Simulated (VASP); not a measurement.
Input of a VASP 6.6.1 run:

File INCAR:

```
SYSTEM = P
  PREC = Accurate
  ENCUT = 520
  EDIFF = 1E-6
  ISMEAR = 0
  SIGMA = 0.05
  LREAL = .False.
  LASPH = .True.
  NELM = 100
  ALGO = Normal
  ISIF = 2
  LWAVE = .False.
  LCHARG = .False.
  GGA = PS
  NBANDS = 30
```

KPOINTS

```
regular mesh
0
Gamma
  6 6 6
  0 0 0
```

File POSCAR:

```
P
1.0
    4.4035863329     -3.8862550863     -0.0096600381
    4.4035863329      3.8862550863     -0.0096600381
   -0.0325873965      0.0000000000      5.2942619569
P
8
Direct
    0.8512742797      0.8512742797      0.2375644293
    0.1487257203      0.1487257203      0.7624355707
    0.7191783959      0.7191783959      0.5855434286
    0.2808216041      0.2808216041      0.4144565714
    0.5015958456      0.7783891987      0.2493767515
    0.2216108013      0.4984041544      0.7506232485
    0.4984041544      0.2216108013      0.7506232485
    0.7783891987      0.5015958456      0.2493767515
```

Potentials or basis: VASP PAW PBE potentials, release 64 (P).

Run with:

```sh
$ cat potpaw_PBE.64/P/POTCAR > POTCAR
$ mpirun -np 1 vasp_std > vasp.out
```

(1) Predict the pressure.

(2) What does it give for the band gap on the k mesh?

(3) Predict the largest force.

Results:

(1) 3.3 GPa.

(2) 2.02 eV (least direct gap 2.48 eV).

(3) 1.155 eV/Å.

Caveat: the cell differs from its parent crystal (strain -0.025 along x and y, +0.000 along z); the cell stands under pressure; this functional lacks dispersion, which holds the molecules together, so the pressure and a relaxed volume are unreliable; the PAW data sets were made with another functional, which shifts forces and pressure a little.
